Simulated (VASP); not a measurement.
# BeS5 (F-43m) in VASP: a series of runs

Runs on BeS5. Level: PBE. Tasks: single point, relaxation of cell and atoms.

Program: VASP 6.6.1. These are calculated values, not measurements. Logs are shortened: lines on timing, memory, paths and dates and some standing lists are left out, and cuts for length are marked.

### 1 The cell of the first run

It takes space group F-43m (No. 216, cubic). Conventional cell: a = 7.385 Å, b = 7.385 Å, c = 7.385 Å, α = 90.00°, β = 90.00°, γ = 90.00°. Within 4.0 Å of Be (site symmetry -43m) lie 16 S at 3.07 to 3.20 Å. Within 4.0 Å of S (site symmetry -43m) lie 12 S at 3.05 Å and 4 Be at 3.20 Å. Within 3.3 Å of S (site symmetry 3m) lie 9 S at 2.54 to 3.05 Å and 3 Be at 3.07 Å.

The cell was built from a structure type or drawn by symmetry, and may not be a known phase.

### 2 Single point, PBE

Contents of INCAR:

```
SYSTEM = BeS5
  PREC = Accurate
  ENCUT = 520
  EDIFF = 1E-7
  ISMEAR = 0
  SIGMA = 0.1
  LREAL = .FALSE.
  LASPH = .TRUE.
  NELM = 100
  ALGO = Normal
  ISIF = 2
  LWAVE = .FALSE.
  LCHARG = .TRUE.
  GGA = PE
  LELF = .TRUE.
  LVHAR = .TRUE.
  NBANDS = 25
```

Contents of KPOINTS:

```
Automatic mesh
0
G
  4 4 4
  0 0 0
```

Contents of POSCAR:

```
BeS5
1.0
    0.0000000000      3.6926513475      3.6926513475
    3.6926513475      0.0000000000      3.6926513475
    3.6926513475      3.6926513475      0.0000000000
Be S
1 5
Direct
    0.0000000000      0.0000000000      0.0000000000
    0.2500000000      0.2500000000      0.2500000000
    0.1354385058      0.6215204981      0.6215204981
    0.6215204981      0.6215204981      0.6215204981
    0.6215204981      0.6215204981      0.1354385058
    0.6215204981      0.1354385058      0.6215204981
```

Potentials or basis: VASP PAW PBE potentials, release 64 (Be, S).

The run is started by

```bash
> cat potpaw_PBE.64/Be/POTCAR potpaw_PBE.64/S/POTCAR > POTCAR
> mpirun -np 1 vasp_std > vasp.out
```

OUTCAR:

```text
SYSTEM = BeS5
   PREC = Accurate
   ENCUT = 520
   EDIFF = 1E-7
   ISMEAR = 0
   LREAL = .FALSE.
   LASPH = .TRUE.
   NELM = 100
   ISIF = 2
   GGA = PE

 ion  position               nearest neighbor table
   1  0.000  0.000  0.000-
   2  0.250  0.250  0.250-
   3  0.135  0.622  0.622-   4 2.54   5 2.54   6 2.54   6 2.68   5 2.68   4 2.68
   4  0.622  0.622  0.622-   3 2.54   5 2.54   6 2.54   3 2.68   6 2.68   5 2.68
   5  0.622  0.622  0.135-   3 2.54   4 2.54   6 2.54   6 2.68   3 2.68   4 2.68
   6  0.622  0.135  0.622-   3 2.54   4 2.54   5 2.54   3 2.68   5 2.68   4 2.68

  LATTYP: Found a face centered cubic cell.
 ALAT       =     7.3853026950

  Lattice vectors:

 A1 = (   0.0000000000,   3.6926513475,   3.6926513475)
 A2 = (   3.6926513475,   0.0000000000,   3.6926513475)
 A3 = (   3.6926513475,   3.6926513475,   0.0000000000)

Analysis of symmetry for initial positions (statically):
=====================================================================
 Subroutine PRICEL returns:
 Original cell was already a primitive cell.

 Routine SETGRP: Setting up the symmetry group for a
 face centered cubic supercell.

 Subroutine GETGRP returns: Found 24 space group operations
 (whereof 24 operations were pure point group operations)
 out of a pool of 48 trial point group operations.

The static configuration has the point symmetry T_d .

Analysis of symmetry for dynamics (positions and initial velocities):
=====================================================================
 Subroutine PRICEL returns:
 Original cell was already a primitive cell.

 Routine SETGRP: Setting up the symmetry group for a
 face centered cubic supercell.

 Subroutine GETGRP returns: Found 24 space group operations
 (whereof 24 operations were pure point group operations)
 out of a pool of 48 trial point group operations.

The dynamic configuration has the point symmetry T_d .

 Subroutine INISYM returns: Found 24 space group operations
 (whereof 24 operations are pure point group operations),
 and found     1 'primitive' translations

----------------------------------------------------------------------------------------

                                     Primitive cell

  volume of cell :     100.7036

  direct lattice vectors                    reciprocal lattice vectors
     0.000000000  3.692651348  3.692651348    -0.135404064  0.135404064  0.135404064
[... 80 lines left out ...]
   NSW    =      0    number of steps for IOM
   IBRION =     -1    ionic relax: 0-MD 1-quasi-New 2-CG
   NFREE  =      0    steps in history (QN), initial steepest desc. (CG)
   ISIF   =      2    stress and relaxation
   ISYM   =      2    0-nonsym 1-usesym 2-fastsym
   POTIM  = 0.5000    time-step for ionic-motion
   TEBEG  =    0.0;   TEEND  =   0.0 temperature during run
   PSTRESS=    0.0 pullay stress
   NELECT =      32.0000    total number of electrons
   NUPDOWN=      -1.0000    fix difference up-down
   EMIN   =  10.00;   EMAX   =-10.00  energy-range for DOS
   EFERMI =   0.00;   METHOD = LEGACY
   ISMEAR =     0;   SIGMA  =   0.10  broadening in eV -4-tet -1-fermi 0-gaus
   EFERMI_NEDOS =   21; number of points for ismear=-14 and -15
   IALGO  =     38    algorithm
   IMIX   =      4    mixing-type and parameters
     AMIX     =   0.40;   BMIX     =  1.00
     AMIX_MAG =   1.60;   BMIX_MAG =  1.00
  volume/ion in A,a.u.               =      16.78       113.26
  Fermi-wavevector in a.u.,A,eV,Ry     =   1.117146  2.111099 16.980271  1.248015
  Thomas-Fermi vector in A             =   2.253766
   LORBIT       =      0    0 simple, 1 ext, 2 COOP (PROOUT), +10 PAW based schemes
   GGA     = PE    functional components
   LHFCALC =     F    Hartree Fock is set to
   AEXX    =    0.0000 exact exchange contribution
   IVDW    =     0    specifies the selected vdW correction
   LEPSILON=     F    determine dielectric tensor
   LRPA    =     F    only Hartree local field effects (RPA)
 non-spin polarized calculation
 Gauss-broadening in eV      SIGMA  =   0.10
  energy-cutoff  :      520.00
  volume of cell :      100.70
 maximum number of plane-waves:      2733
 NGX is ok and might be reduce to    40
   NGX = 19   NGY = 19   NGZ = 19

 number of electron      32.0000000 magnetization

 Free energy of the ion-electron system (eV)
  ---------------------------------------------------
  ext. energy  EPLUGINS =         0.00000000
  ---------------------------------------------------
  free energy    TOTEN  =       -16.07297379 eV

  energy without entropy =      -16.01265253  energy(sigma->0) =      -16.04281316

 E-fermi :   6.3280     XC(G=0): -10.3817

 val. band max:        6.3207910664   @ k =   0.2500   0.2500   0.0000
 cond. band min:       6.3281782877   @ k =   0.2500   0.2500   0.0000
 fundamental gap:      0.0073872214
 Fermi energy:         6.3279686215

 k-point     1 :       0.0000    0.0000    0.0000
  band No.  band energies     occupation
      1     -10.5469      2.00000
      2      -5.5279      2.00000
      3      -5.5279      2.00000
      4      -5.5279      2.00000
      5      -4.9867      2.00000
      6      -2.5729      2.00000
[... 213 lines left out ...]
     24      10.5033      0.00000
     25      14.9002      0.00000

------------------------ aborting loop because EDIFF is reached ----------------------------------------

  FORCE on cell =-STRESS in cart. coord.  units (eV):
  Direction    XX          YY          ZZ          XY          YZ          ZX
  --------------------------------------------------------------------------------------
  -------------------------------------------------------------------------------------
  Total        0.0234326      0.0234326      0.0234326      0.0000000     -0.0000000      0.0000000
  in kB        0.3728093      0.3728093      0.3728093      0.0000000     -0.0000000      0.0000000
  external PRESSURE =       0.3728093 kB  Pullay stress =       0.0000000 kB

 VOLUME and BASIS-vectors are now :
 -----------------------------------------------------------------------------
  energy-cutoff  :      520.00
  volume of cell :      100.70
      direct lattice vectors                 reciprocal lattice vectors
     0.000000000  3.692651348  3.692651348    -0.135404064  0.135404064  0.135404064
     3.692651348  0.000000000  3.692651348     0.135404064 -0.135404064  0.135404064
     3.692651348  3.692651348  0.000000000     0.135404064  0.135404064 -0.135404064

 POSITION                                       TOTAL-FORCE (eV/Angst)
 -----------------------------------------------------------------------------------
      0.00000      0.00000      0.00000        -0.000000      0.000000      0.000000
      1.84633      1.84633      1.84633         0.000000      0.000000      0.000000
      4.59012      2.79519      2.79519        -0.042202      0.042202      0.042202
      4.59012      4.59012      4.59012        -0.042202     -0.042202     -0.042202
      2.79519      2.79519      4.59012         0.042202      0.042202     -0.042202
      2.79519      4.59012      2.79519         0.042202     -0.042202      0.042202
 -----------------------------------------------------------------------------------
    total drift:                               -0.000000     -0.000000     -0.000000

  FREE ENERGIE OF THE ION-ELECTRON SYSTEM (eV)
  ---------------------------------------------------
  free  energy   TOTEN  =       -16.0729737930 eV

  energy  without entropy=      -16.0126525253  energy(sigma->0) =      -16.04281316
```

stdout:

```text
POSCAR found type information on POSCAR BeS
 POSCAR found :  2 types and       6 ions
 scaLAPACK will be used
 LDA part: xc-table for (Slater+PW92), standard interpolation
 POSCAR, INCAR and KPOINTS ok, starting setup
 FFT: planning ... GRIDC
 FFT: planning ... GRID_SOFT
 FFT: planning ... GRID
 WAVECAR not read
 entering main loop
```

Wall time 34 s (1 thread of Intel Xeon Platinum 8259CL at 2.50GHz (Skylake/Cascade Lake), shared host); peak memory 0.23 GiB.

What came out:

```yaml
Free_energy: -16.0730 eV
Pressure: 0.0 GPa
Largest_force: 0.073 eV/Å
Band_gap_on_the_k_mesh: zero (bands 16 and 17 overlap by 1.45 eV)
```

Forces in eV/Å, atoms in the order of the input:
```
Be   0.000  0.000  0.000
S    0.000  0.000  0.000
S   -0.042  0.042  0.042
S   -0.042 -0.042 -0.042
S    0.042  0.042 -0.042
S    0.042 -0.042  0.042
```

Caveat: the k points lie up to 0.37 Å⁻¹ apart, too coarse for converged energies and pressures of a metal.

### 3 Relaxation of cell and atoms, PBE

This run uses another cell than the first one, of 22.84 Å³/atom.

Contents of INCAR:

```
ALGO = Normal
EDIFF = 1E-7
EDIFFG = -0.04
ENCUT = 600
GGA = PE
IBRION = 2
ISIF = 3
ISMEAR = 0
LASPH = T
LCHARG = F
LREAL = F
LWAVE = F
NELM = 100
NSW = 90
PREC = Accurate
SIGMA = 0.1
```

Contents of KPOINTS:

```
k-points
0
Gamma
  4 4 4
```

Contents of POSCAR:

```
BeS5
1.0
    0.0000000000      4.0918116900      4.0918116900
    4.0918116900      0.0000000000      4.0918116900
    4.0918116900      4.0918116900      0.0000000000
Be S
1 5
Direct
    0.0000000000      0.0000000000      0.0000000000
    0.2500000000      0.2500000000      0.2500000000
    0.1295901500      0.6234699500      0.6234699500
    0.6234699500      0.6234699500      0.6234699500
    0.6234699500      0.6234699500      0.1295901500
    0.6234699500      0.1295901500      0.6234699500
```

Potentials or basis: VASP PAW PBE potentials, release 64 (Be, S).

The run is started by

```bash
> cat potpaw_PBE.64/Be/POTCAR potpaw_PBE.64/S/POTCAR > POTCAR
> mpirun -np 1 vasp_std > vasp.out
```

It took 9.8 min on 1 thread of Intel Xeon Platinum 8259CL at 2.50GHz (Skylake/Cascade Lake), shared host; peak memory 0.33 GiB.

It converged, with:

| Property | Result |
| --- | --- |
| Free energy | -16.1836 eV |
| Relaxed volume | 17.62 Å³/atom |
| Relaxed cell | a = 5.308 Å, b = 5.308 Å, c = 5.308 Å, α = 60.00°, β = 60.00°, γ = 60.00° |
| Space group after relaxing (to 0.1 Å) | F-43m (No. 216) |
| Energy gained by relaxing | 278.0 meV/atom |
| Ionic steps | 21 |
| Pressure after relaxing | 0.0 GPa |
| Band gap on the k mesh | zero (bands 16 and 17 overlap by 1.44 eV) |

Step by step:
```
step  energy change (eV)  largest force (eV/Å)  pressure (GPa)  volume (Å³)
   1              0.0000                0.1965          -10.44       137.02
   2             -1.4186                0.1404           -4.57       109.57
   3             -1.5543                0.0647           -0.69       101.74
   4             -1.5568                0.0485            0.08       100.48
   5             -1.5574                0.0530            0.10       100.49
   6             -1.5593                0.0658            0.14       100.54
   7             -1.5642                0.0891            0.26       100.64
   8             -1.5793                0.1584            0.57       100.84
   9             -1.6345                0.1513            1.60       101.23
  10             -1.2121                2.4853            7.78       102.03
  11             -1.6389                0.0796            1.82       101.28
  12             -1.6407                0.0430            2.15       101.35
  13             -1.6407                0.0092            2.07       101.34
  14             -1.6461                0.0161            1.77       101.78
  15             -1.6572                0.0901            0.91       103.12
  16             -1.6586                0.2282           -0.68       105.84
  17             -1.6613                0.1689            0.00       104.63
  18             -1.6629                0.1498            0.00       104.78
  19             -1.6666                0.0862            0.01       105.22
  20             -1.6676                0.0667            0.08       106.10
  21             -1.6683                0.0009            0.04       105.74
```

Final structure:
```xyz
6
Lattice="0.0000 3.7532 3.7532 3.7532 0.0000 3.7532 3.7532 3.7532 0.0000" Properties=species:S:1:pos:R:3 pbc="T T T"
Be    0.0000    0.0000    0.0000
S     1.8766    1.8766    1.8766
S     4.5833    2.9231    2.9231
S     4.5833    4.5833    4.5833
S     2.9231    2.9231    4.5833
S     2.9231    4.5833    2.9231
```

Levels at points of the mesh, in eV from the Fermi level:
```
           k point  band 11  band 12  band 13  band 14  band 15  band 16  band 17  band 18  band 19  band 20
(0.00, 0.00, 0.00)    -4.49    -1.74    -1.74    -1.74    -0.79     1.30     1.30     1.30     1.79     1.79
(0.50, 0.00, 0.00)    -3.86    -2.65    -2.31    -2.31    -1.16     0.22     0.22     0.67     1.35     2.51
(0.50, 0.50, 0.00)    -3.38    -2.47    -2.47    -1.28    -1.14    -0.97     0.13     0.13     0.72     2.12
```

Caveat: the volume moved by over 15 % at a fixed basis, so the end points are rough.
